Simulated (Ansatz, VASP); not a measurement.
## SnSe2 in VASP and in Ansatz

```
CELL_PARAMETERS angstrom
4.28708 0.00000 0.00000
-2.14354 3.71272 0.00000
0.00000 0.00000 5.59336
ATOMIC_POSITIONS crystal
Sn 0.00000 0.00000 0.00000
Se 0.33333 0.66667 0.26513
Se 0.66667 0.33333 0.73487
```

Alike in both runs: task single point; functional PBE; dispersion D3(BJ); k mesh 12 × 12 × 6; occupations gaussian, width 0.03 eV; no spin polarisation.

|  | VASP | Ansatz |
| --- | --- | --- |
| version | VASP 6.6.1 | Ansatz 0.2.0 |
| potentials or method | VASP PAW PBE potentials, release 64 (Sn_d, Se), cutoff 500 eV | scalar-relativistic, plane waves, PAW |
| valence electrons in the cell | 26 | 46 |

|  | VASP | Ansatz | Ansatz less VASP |
| --- | --- | --- | --- |
| gap on the k mesh at the Fermi level (eV) | none | none | - |
| pressure (GPa) | -6.8 | -6.8 | -0.02 |
| traceless stress, the component that is largest in VASP (GPa) | 3.65 | 3.67 | +0.012 |
| rms of the force components (eV/Å) | 0.035 | 0.038 | +0.0028 |

Atom by atom the forces differ by 0.003 eV/Å (rms over components). A gap of «none» marks a metal or a gap that the smearing closes. VASP's potentials hold 26 valence electrons a cell and Ansatz's 46, so a difference there can come from the potentials and not from the codes.
